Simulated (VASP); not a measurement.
Runs of VASP 6.6.1 on Ba2Hf2O. The structure is that of space group P-3m1 (No. 164), or close to it. The cells are those of the table. 

```tsv
task	cell	k mesh	cutoff (eV)	gap on the mesh (eV)	pressure (GPa)	largest force (eV/Å)
single point	a = 3.533, b = 3.533, c = 12.407 Å, angles 90.0, 90.0, 120.0°, 5 atoms	12 × 12 × 4	520	none	0.9	0.18
single point	a = 3.539, b = 3.539, c = 12.372 Å, angles 90.0, 90.0, 120.0°, 5 atoms	6 × 6 × 2	520	none	0.9	0.19
single point	a = 4.562, b = 4.562, c = 7.840 Å, angles 90.0, 90.0, 120.0°, 5 atoms	6 × 6 × 2	520	none	(a)	5.51
relaxation of cell and atoms	relaxed from a = 4.562, b = 4.562, c = 7.840 Å, angles 90.0, 90.0, 120.0°, 5 atoms	6 × 6 × 2	600	none	0.0	0.03
```

Alike in all rows: level PBE; potentials or basis VASP PAW PBE potentials, release 64 (Ba_sv, Hf_pv, O); no spin polarisation; smearing gaussian 0.1 eV.

Problem. Fill in the values left out.

Solution. (a) 7.0.

Caveats: some runs use coarse meshes; spin-orbit coupling is left out, which moves the levels of the heavy elements; forces of over 1 eV/Å act on the atoms, so gaps and moduli don't describe the material at rest (some runs).

A k mesh can miss the band edges, and the runs leave out spin-orbit coupling on Ba, Hf.

A gap of «none» marks levels without a gap at the run's occupations.
